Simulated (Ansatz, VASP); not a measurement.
C: VASP beside Ansatz

Contents of INCAR:

```
ALGO     = Normal         # electronic algorithm
EDIFF    = 1E-8           # SCF threshold, eV
ENCUT    = 520            # plane-wave cutoff, eV
GGA      = PE             # functional
ISIF     = 2              # what is computed and relaxed
ISMEAR   = -1             # smearing method
LASPH    = T              # aspherical terms in the spheres
LCHARG   = F              # write CHGCAR
LEFG     = T            
LREAL    = F              # projectors in reciprocal space
LWAVE    = F              # write WAVECAR
NBANDS   = 8              # bands
NELM     = 80             # most SCF steps
PREC     = Accurate       # precision mode
SIGMA    = 0.03           # smearing width, eV
```

Contents of KPOINTS:

```
k-points
0
Gamma
  15 15 15
```

POSCAR

```
C
1.0
    1.7515661725      0.0000000000      0.0000000000
    0.0000000000      1.7515661725      0.0000000000
    0.0000000000      0.0000000000      1.7515661725
C
1
Direct
    0.0000000000      0.0000000000      0.0000000000
```

Input for Ansatz:

```yaml
crystal:
  lattice:
    - [1.7515661725, 0.0, 0.0]
    - [0.0, 1.7515661725, 0.0]
    - [0.0, 0.0, 1.7515661725]
  atoms:
    - { symbol: C, position: [0.0, 0.0, 0.0] }
kpoints:
  mp_grid: { grid: [15, 15, 15] }
scf:
  occupations: { method: fermi_dirac, width: 0.03 }
hamiltonian:
  xc: pbe
  pseudopotentials: { kind: paw }
output:
  forces: true
  stress: true
  eigenvalues: true
  efg: { contact_densities: true }
  write_density: true
  write_potential: true
  elf: true
  volumetric_format: npy
```

Change from the starting cell: volume scaled by 0.96, PAW files.

Alike in both runs: task electric field gradients; functional PBE; k mesh 15 × 15 × 15; occupations fermi-dirac, width 0.03 eV; no spin polarisation.

|  | VASP | Ansatz |
| --- | --- | --- |
| version | VASP 6.6.1 | Ansatz 0.2.0 |
| potentials or method | VASP PAW PBE potentials, release 64 (C) | PAW with Ansatz's default frozen-core files, scalar-relativistic |
| plane-wave cutoff (eV) | 520 | 420 |
| valence electrons in the cell | 4 | 4 |

```tsv
	VASP	Ansatz	Ansatz less VASP
pressure (GPa)	13.6	13.3	-0.24
```
